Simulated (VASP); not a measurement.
# AlN (I4/mmm) in VASP: single point with HSE06

Aim: the single point of AlN with HSE06.

Everything below comes from runs of VASP 6.6.1. Logs are shortened: lines on timing, memory, paths and dates and some standing lists are left out, and cuts for length are marked.

### Step 1. The cell of the first run

The structure is tetragonal, space group I4/mmm (No. 139). Conventional cell: a = 2.898 Å, b = 2.898 Å, c = 3.993 Å, α = 90.00°, β = 90.00°, γ = 90.00°. Within 2.6 Å of Al (site symmetry 4/mmm) lie 6 N at 2.00 to 2.05 Å. Within 2.6 Å of N (site symmetry 4/mmm) lie 6 Al at 2.00 to 2.05 Å.

### Step 2. Single point, HSE06 (epitaxial xy strain +1.5%)

The input, POSCAR:

```
AlN
1.0
    0.0000000000      2.0491514780      1.9964597140
    2.0491514780      0.0000000000      1.9964597140
    2.0491514780      2.0491514780      0.0000000000
Al N
1 1
Direct
    0.0000000000      0.0000000000      0.0000000000
    0.5000000000      0.5000000000      0.5000000000
```

The input, INCAR.step1:

```
SYSTEM = AlN
PREC = Accurate
ENCUT = 520
EDIFF = 1E-5
ISMEAR = 0
SIGMA = 0.01
LREAL = .False.
LASPH = .True.
NELM = 100
ALGO = Normal
ISIF = 2
LWAVE = .True.
NBANDS = 11
GGA = PE
```

The input, INCAR.step2:

```
SYSTEM = AlN
PREC = Accurate
ENCUT = 520
EDIFF = 1E-6
ISMEAR = 0
SIGMA = 0.01
LREAL = .False.
LASPH = .True.
NELM = 100
ALGO = Normal
ISIF = 2
LWAVE = .False.
LCHARG = .True.
GGA = PE
LHFCALC = .True.
HFSCREEN = 0.2079
PRECFOCK = Normal
LELF = .True.
LVHAR = .True.
NBANDS = 11
ISTART = 1
```

The input, KPOINTS:

```
Automatic mesh
0
Gamma
  8 8 8
  0 0 0
```

Potentials or basis: VASP PAW PBE potentials, release 64 (Al, N).

Command:

```
> cat potpaw_PBE.64/Al/POTCAR potpaw_PBE.64/N/POTCAR > POTCAR
> cp INCAR.step1 INCAR
> mpirun -np 1 vasp_std > vasp.out
> cp INCAR.step2 INCAR
> mpirun -np 1 vasp_std > vasp.out
```

OUTCAR:

```text
SYSTEM = AlN
   PREC = Accurate
   ENCUT = 520
   EDIFF = 1E-6
   ISMEAR = 0
   LREAL = .False.
   LASPH = .True.
   NELM = 100
   ISIF = 2
   GGA = PE
   LHFCALC = .True.
   HFSCREEN = 0.2079
   PRECFOCK = Normal
   ISTART = 1

 ion  position               nearest neighbor table
   1  0.000  0.000  0.000-   2 2.00   2 2.00   2 2.05   2 2.05   2 2.05   2 2.05
   2  0.500  0.500  0.500-   1 2.00   1 2.00   1 2.05   1 2.05   1 2.05   1 2.05

  LATTYP: Found a body centered tetragonal cell.
 ALAT       =     2.8979378115
 C/A-ratio  =     1.3778485556

  Lattice vectors:

 A1 = (   0.0000000000,  -2.0491514780,  -1.9964597140)
 A2 = (   0.0000000000,   2.0491514780,  -1.9964597140)
 A3 = (   2.0491514780,   0.0000000000,   1.9964597140)

Analysis of symmetry for initial positions (statically):
=====================================================================
 Subroutine PRICEL returns:
 Original cell was already a primitive cell.

 Routine SETGRP: Setting up the symmetry group for a
 body centered tetragonal supercell.

 Subroutine GETGRP returns: Found 16 space group operations
 (whereof 16 operations were pure point group operations)
 out of a pool of 16 trial point group operations.

The static configuration has the point symmetry D_4h.

Analysis of symmetry for dynamics (positions and initial velocities):
=====================================================================
 Subroutine PRICEL returns:
 Original cell was already a primitive cell.

 Routine SETGRP: Setting up the symmetry group for a
 body centered tetragonal supercell.

 Subroutine GETGRP returns: Found 16 space group operations
 (whereof 16 operations were pure point group operations)
 out of a pool of 16 trial point group operations.

The dynamic configuration has the point symmetry D_4h.

 Subroutine INISYM returns: Found 16 space group operations
 (whereof 16 operations are pure point group operations),
 and found     1 'primitive' translations

----------------------------------------------------------------------------------------

                                     Primitive cell

  volume of cell :      16.7664

  direct lattice vectors                    reciprocal lattice vectors
     0.000000000  2.049151478  1.996459714    -0.244003435  0.244003435  0.250443320
     2.049151478  0.000000000  1.996459714     0.244003435 -0.244003435  0.250443320
     2.049151478  2.049151478  0.000000000     0.244003435  0.244003435 -0.250443320

  length of vectors
[... 101 lines left out ...]
     AMIX     =   0.40;   BMIX     =  1.00
     AMIX_MAG =   1.60;   BMIX_MAG =  1.00
  volume/ion in A,a.u.               =       8.38        56.57
  Fermi-wavevector in a.u.,A,eV,Ry     =   1.279259  2.417450 22.265995  1.636504
  Thomas-Fermi vector in A             =   2.411755
   LORBIT       =      0    0 simple, 1 ext, 2 COOP (PROOUT), +10 PAW based schemes
   GGA     = PE    functional components
   LHFCALC =     T    Hartree Fock is set to
   PRECFOCK=normal    Normal, Fast or Accurate (Low or Medium for compatibility)
   ENCUT4O =  -1.0   cutoff for four orbital integrals eV
   NKREDX  =     1    reduce k-point grid by
   NKREDY  =     1    reduce k-point grid by
   NKREDZ  =     1    reduce k-point grid by
   AEXX    =    0.2500 exact exchange contribution
   HFSCREEN=    0.2079 screening length (either q_TF or 0.3 A-1)
   HFSCREENC=   0.2079 screening length for correlation (either q_TF or 0.3 A-1)
   ENCUTFOCK=  -1.0 apply spherical cutoff to Coloumb kernel
   IVDW    =     0    specifies the selected vdW correction
   LEPSILON=     F    determine dielectric tensor
   LRPA    =     F    only Hartree local field effects (RPA)
 non-spin polarized calculation
 Gauss-broadening in eV      SIGMA  =   0.01
  energy-cutoff  :      520.00
  volume of cell :       16.77
 maximum number of plane-waves:       471
 NGX is ok and might be reduce to    24
  NGX = 16; NGY = 16; NGZ = 18

 number of electron       8.0000000 magnetization

 Free energy of the ion-electron system (eV)
  ---------------------------------------------------
  ext. energy  EPLUGINS =         0.00000000
  ---------------------------------------------------
  free energy    TOTEN  =       -17.12034782 eV

  energy without entropy =      -17.12034782  energy(sigma->0) =      -17.12034782

 E-fermi :   9.0998     XC(G=0): -10.0035

 val. band max:        8.9981018960   @ k =   0.0000   0.0000   0.0000
 cond. band min:      14.5860305527   @ k =   0.5000   0.5000   0.0000
 fundamental gap:      5.5879286567
 Fermi energy:         9.0997950460

 k-point     1 :       0.0000    0.0000    0.0000
  band No.  band energies     occupation
      1     -10.1640      2.00000
      2       8.7648      2.00000
      3       8.9981      2.00000
      4       8.9981      2.00000
      5      15.8797      0.00000
      6      22.5612      0.00000
      7      22.5612      0.00000
      8      22.9124      0.00000
      9      27.8231      0.00000
     10      28.0698      0.00000
     11      28.9712      0.00000
[... 309 lines left out ...]
 k-point    24 :       0.3750   -0.0000    0.1250
  band No.  band energies     occupation
      1      -7.7631      2.00000
      2       2.4360      2.00000
      3       7.1966      2.00000
      4       7.4949      2.00000
      5      17.6575      0.00000
      6      20.4263      0.00000
      7      21.8931      0.00000
      8      23.3021      0.00000
      9      27.2598      0.00000
     10      29.6343      0.00000
     11      30.7067      0.00000

 [... further k-points ...]

------------------------ aborting loop because EDIFF is reached ----------------------------------------

  FORCE on cell =-STRESS in cart. coord.  units (eV):
  Direction    XX          YY          ZZ          XY          YZ          ZX
  --------------------------------------------------------------------------------------
  -------------------------------------------------------------------------------------
  Total       -0.8728874     -0.8728874     -0.1533487      0.0000000      0.0000000      0.0000000
  in kB      -83.4123049    -83.4123049    -14.6538596      0.0000000      0.0000000      0.0000000
  external PRESSURE =     -60.4928231 kB  Pullay stress =       0.0000000 kB

 VOLUME and BASIS-vectors are now :
 -----------------------------------------------------------------------------
  energy-cutoff  :      520.00
  volume of cell :       16.77
      direct lattice vectors                 reciprocal lattice vectors
     0.000000000  2.049151478  1.996459714    -0.244003435  0.244003435  0.250443320
     2.049151478  0.000000000  1.996459714     0.244003435 -0.244003435  0.250443320
     2.049151478  2.049151478  0.000000000     0.244003435  0.244003435 -0.250443320

 POSITION                                       TOTAL-FORCE (eV/Angst)
 -----------------------------------------------------------------------------------
      0.00000      0.00000      0.00000         0.000000      0.000000     -0.000000
      2.04915      2.04915      1.99646         0.000000      0.000000      0.000000
 -----------------------------------------------------------------------------------
    total drift:                                0.000001      0.000000      0.000009

  FREE ENERGIE OF THE ION-ELECTRON SYSTEM (eV)
  ---------------------------------------------------
  free  energy   TOTEN  =       -17.1203478170 eV

  energy  without entropy=      -17.1203478170  energy(sigma->0) =      -17.12034782
```

OUTCAR.step1:

```text
SYSTEM = AlN
   PREC = Accurate
   ENCUT = 520
   EDIFF = 1E-5
   ISMEAR = 0
   LREAL = .False.
   LASPH = .True.
[... 559 lines left out ...]
      0.00000      0.00000      0.00000        -0.000000      0.000000      0.000000
      2.04915      2.04915      1.99646         0.000000     -0.000000     -0.000000
 -----------------------------------------------------------------------------------
    total drift:                               -0.000000     -0.000000      0.000000

  FREE ENERGIE OF THE ION-ELECTRON SYSTEM (eV)
  ---------------------------------------------------
  free  energy   TOTEN  =       -14.5387732137 eV

  energy  without entropy=      -14.5387732137  energy(sigma->0) =      -14.53877321
```

Run time: 61 min. Hardware: 1 thread of Intel Xeon 8259CL, shared host; peak memory 0.26 GiB.

What came out:

```
Free energy            : -17.1203 eV
Pressure               : -6.0 GPa
Band gap on the k mesh : 5.59 eV (least direct gap 6.88 eV)
```

Stress tensor (GPa, compression positive):
```
-8.34  0.00  0.00
 0.00 -8.34  0.00
 0.00  0.00 -1.47
```

Caveat: the cell differs from its parent crystal (epitaxial xy strain +1.5%); the stress differs along the axes, from -8 to -1 GPa; the structure was generated, so it needn't be the stable form of AlN; the PAW data sets were made with another functional, which shifts forces and pressure a little. A k mesh can miss the band edges.
